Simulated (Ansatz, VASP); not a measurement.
# Two plane-wave programs on Re

The input INCAR:

```
  ALGO = Fast
  EDIFF = 1E-6
  ENCUT = 520
  GGA = PE
  ISIF = 2
  ISMEAR = 0
  LASPH = T
  LCHARG = F
  LREAL = F
  LWAVE = F
  NBANDS = 10
  NELM = 60
  PREC = Accurate
  SIGMA = 0.15
```

The input KPOINTS:

```
k-points
0
Gamma
  10 10 10
```

POSCAR

```
Re
1.0
    0.0000000000      1.9577236186      2.0653984176
    2.0653984176      0.0000000000      2.0653984176
    2.0653984176      1.9577236186      0.0000000000
Re
1
Direct
    0.0000000000      0.0000000000      0.0000000000
```

Input for Ansatz:

```yaml
crystal:
  lattice:
    - [0.0, 1.9577236186, 2.0653984176]
    - [2.0653984176, 0.0, 2.0653984176]
    - [2.0653984176, 1.9577236186, 0.0]
  atoms:
    - { symbol: Re, position: [0.0, 0.0, 0.0] }
basis:
  ecutwfc: 420
kpoints:
  mp_grid: { grid: [10, 10, 10] }
hamiltonian:
  xc: pbe
scf:
  occupations: { method: gaussian, width: 0.15 }
output:
  forces: true
  stress: true
  eigenvalues: true
```

Change from the starting cell: normal strain along x +0.0550, normal strain along z +0.0550.

Alike in both runs: task single point; functional PBE; k mesh 10 × 10 × 10; occupations gaussian, width 0.15 eV; no spin polarisation.

|  | VASP | Ansatz |
| --- | --- | --- |
| version | VASP 6.6.1 | Ansatz 0.2.0 |
| potentials or method | VASP PAW PBE potentials, release 64 (Re), cutoff 520 eV | scalar-relativistic, plane waves, PAW |
| valence electrons in the cell | 7 | 15 |

Ansatz gave:

```
gap on the k mesh at the Fermi level (eV)                     : none
pressure (GPa)                                                : -30.4
traceless stress, the component that is largest in VASP (GPa) : 7.80
```

Problem. Estimate VASP's values.

Solution. gap on the k mesh at the Fermi level (eV): none; pressure (GPa): -31.3; traceless stress, the component that is largest in VASP (GPa): 7.73.

A gap of «none» marks a metal or a gap that the smearing closes. Both programs put the cell under strong tension, so it lies far from rest at this level. VASP's potentials hold 7 valence electrons a cell and Ansatz's 15, so a difference there can come from the potentials and not from the codes.

Neither program's run includes spin-orbit coupling. Noted on VASP's run: the cell as given lies far from equilibrium.
